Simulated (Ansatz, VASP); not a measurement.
## Sb: VASP beside Ansatz

The input INCAR:

```
SYSTEM = Sb
PREC = Accurate ; ENCUT = 520
EDIFF = 1E-6 ; ISMEAR = 0
SIGMA = 0.15 ; LREAL = .FALSE.
LASPH = .TRUE. ; NELM = 80
ALGO = Normal ; ISIF = 2
LWAVE = .FALSE. ; LCHARG = .FALSE.
GGA = PE ; NBANDS = 8
```

File KPOINTS:

```
Automatic mesh
0
G
  16 16 16
  0 0 0
```

POSCAR

```
Sb
1.0
    2.8953826336      0.0000000000      0.0000000000
    0.0000000000      2.8953826336      0.0000000000
    0.0000000000      0.0000000000      3.7639974236
Sb
1
Direct
    0.0000000000      0.0000000000      0.0000000000
```

Input for Ansatz:

```yaml
crystal:
  lattice:
    - [2.8953826336, 0.0, 0.0]
    - [0.0, 2.8953826336, 0.0]
    - [0.0, 0.0, 3.7639974236]
  atoms:
    - { symbol: Sb, position: [0.0, 0.0, 0.0] }
basis:
  ecutwfc: 420
kpoints:
  mp_grid: { grid: [16, 16, 16] }
hamiltonian:
  xc: pbe
scf:
  occupations: { method: gaussian, width: 0.15 }
output:
  forces: true
  stress: true
  eigenvalues: true
```

Alike in both runs: task single point; functional PBE; k mesh 16 × 16 × 16; occupations gaussian, width 0.15 eV; no spin polarisation.

```csv
,VASP,Ansatz
version,VASP 6.6.1,Ansatz 0.2.0
potentials or method,"VASP PAW PBE potentials, release 64 (Sb), cutoff 520 eV","scalar-relativistic, plane waves, PAW"
valence electrons in the cell,5,15
```

|  | VASP | Ansatz | Ansatz less VASP |
| --- | --- | --- | --- |
| gap on the k mesh at the Fermi level (eV) | none | none | - |
| pressure (GPa) | 3.7 | 3.6 | -0.04 |
| traceless stress, the component that is largest in VASP (GPa) | -9.19 | -9.13 | +0.057 |

A gap of «none» marks a metal or a gap that the smearing closes. VASP's potentials hold 5 valence electrons a cell and Ansatz's 15, so a difference there can come from the potentials and not from the codes.

Spin-orbit coupling is off throughout.
